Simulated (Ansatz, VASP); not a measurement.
## One calculation of In3As, two programs

Contents of INCAR:

```
SYSTEM = In3As
PREC     = Accurate       ! precision mode
ENCUT    = 520            ! plane-wave cutoff, eV
EDIFF    = 1E-7           ! SCF threshold, eV
ISMEAR   = 1              ! smearing method
SIGMA    = 0.1            ! smearing width, eV
LREAL    = .FALSE.        ! projectors in reciprocal space
LASPH    = .TRUE.         ! aspherical terms in the spheres
NELM     = 150            ! most SCF steps
ALGO     = Normal         ! electronic algorithm
ISIF     = 2              ! what is computed and relaxed
LWAVE    = .FALSE.        ! write WAVECAR
LCHARG   = .FALSE.        ! write CHGCAR
MAGMOM   = 0 0 0 0 0 0 0 0 0 0 0 0 ! initial moments
LORBIT   = 11             ! projections on sites
LSORBIT  = .TRUE.         ! spin-orbit coupling
GGA_COMPAT= .FALSE.      
LORBMOM  = .TRUE.       
NBANDS   = 58             ! bands
```

KPOINTS

```
Automatic mesh
0
G
  5 5 5
  0 0 0
```

File POSCAR:

```
In3As
1.0
    4.6716810000      0.0000000000      0.0000000000
    0.0000000000      4.6716810000      0.0000000000
    0.0000000000      0.0000000000      4.6716810000
In As
3 1
Direct
    0.5000000000      0.5000000000      0.0000000000
    0.5000000000      0.0000000000      0.5000000000
    0.0000000000      0.5000000000      0.5000000000
    0.0000000000      0.0000000000      0.0000000000
```

input.yaml

```yaml
crystal:
  lattice:
    - [4.671681, 0.0, 0.0]
    - [0.0, 4.671681, 0.0]
    - [0.0, 0.0, 4.671681]
  atoms:
    - { symbol: In, position: [0.5, 0.5, 0.0] }
    - { symbol: In, position: [0.5, 0.0, 0.5] }
    - { symbol: In, position: [0.0, 0.5, 0.5] }
    - { symbol: As, position: [0.0, 0.0, 0.0] }
kpoints:
  mp_grid: { grid: [5, 5, 5] }
  band_path:
    path:
      - [0.0, 0.0, 0.0]
      - [0.0, 0.5, 0.0]
      - [0.5, 0.5, 0.0]
      - [0.0, 0.0, 0.0]
      - [0.5, 0.5, 0.5]
      - [0.0, 0.5, 0.0]
    npoints: 8
scf:
  occupations: { method: methfessel_paxton, width: 0.1 }
hamiltonian:
  xc: lda
  pseudopotentials: { kind: all_electron, lapw: { basis_error: 0.002 } }
magnetization:
  noncollinear: true
  spin_orbit: true
output:
  forces: true
  stress: true
  eigenvalues: true
```

Alike in both runs: functional LDA; k mesh 5 × 5 × 5; occupations methfessel-paxton of order 1, width 0.1 eV; non-collinear spin, spin-orbit coupling.

|  | VASP | Ansatz |
| --- | --- | --- |
| version | VASP 6.6.1 | Ansatz 0.2.0 |
| potentials or method | VASP PAW LDA potentials, release 64 (In_d, As), cutoff 520 eV | all-electron LAPW, relativistic spinors |
| task | single point | band structure |

|  | VASP | Ansatz | Ansatz less VASP |
| --- | --- | --- | --- |
| pressure (GPa) | -3.4 | -3.5 | -0.02 |
| net moment per atom (μB) | 0.00 | 0.00 | 0.000 |

LDA's correlation is that of Perdew and Zunger in VASP and of Perdew and Wang (1992) in Ansatz. Ansatz ran all-electron here, and VASP with PAW potentials.

Noted on Ansatz's run: the k mesh is thin for a metal, which can move the energy by tens of meV per atom.
